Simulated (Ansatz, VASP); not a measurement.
## One calculation of C, two programs

The input INCAR:

```
ALGO = Normal ; EDIFF = 1E-7
ENCUT = 520 ; GGA = PE
ISIF = 2 ; ISMEAR = 0
IVDW = 12 ; LASPH = True
LCHARG = True ; LELF = True
LREAL = False ; LVHAR = True
LWAVE = False ; NBANDS = 11
NELM = 60 ; PREC = Accurate
SIGMA = 0.02
```

Contents of KPOINTS:

```
k-points
0
Gamma
  18 18 18
```

POSCAR

```
C
1.0
    0.0000000000      2.1341341543      3.3964014555
    1.2327708360      0.0000000000      3.3964014555
    1.2327708360      2.1341341543      0.0000000000
C
2
Direct
    0.1666910991      0.8333089009      0.1666910991
    0.8333089009      0.1666910991      0.8333089009
```

Input for Ansatz:

```yaml
crystal:
  lattice:
    - [0.0, 2.1341341543, 3.3964014555]
    - [1.232770836, 0.0, 3.3964014555]
    - [1.232770836, 2.1341341543, 0.0]
  atoms:
    - { symbol: C, position: [0.1666910991, 0.8333089009, 0.1666910991] }
    - { symbol: C, position: [0.8333089009, 0.1666910991, 0.8333089009] }
basis:
  ecutwfc: 420
kpoints:
  mp_grid: { grid: [18, 18, 18] }
hamiltonian:
  xc: pbe
  dispersion: d3bj
scf:
  occupations: { method: gaussian, width: 0.02 }
output:
  eigenvalues: true
  states_by_energy: {}
checkpoint:
  read: start.run
  write: ck
  compress: false
  write_wavefunctions: false
  write_every: 100000
```

Alike in both runs: task single point; functional PBE; dispersion D3(BJ); k mesh 18 × 18 × 18; occupations gaussian, width 0.02 eV; no spin polarisation.

|  | VASP | Ansatz |
| --- | --- | --- |
| version | VASP 6.6.1 | Ansatz 0.2.0 |
| potentials or method | VASP PAW PBE potentials, release 64 (C), cutoff 520 eV | scalar-relativistic, plane waves, PAW |
| valence electrons in the cell | 8 | 8 |

```csv
,VASP,Ansatz,Ansatz less VASP
gap on the k mesh at the Fermi level (eV),0.07,0.07,0.000
least direct gap on the mesh (eV),0.14,0.14,0.000
```
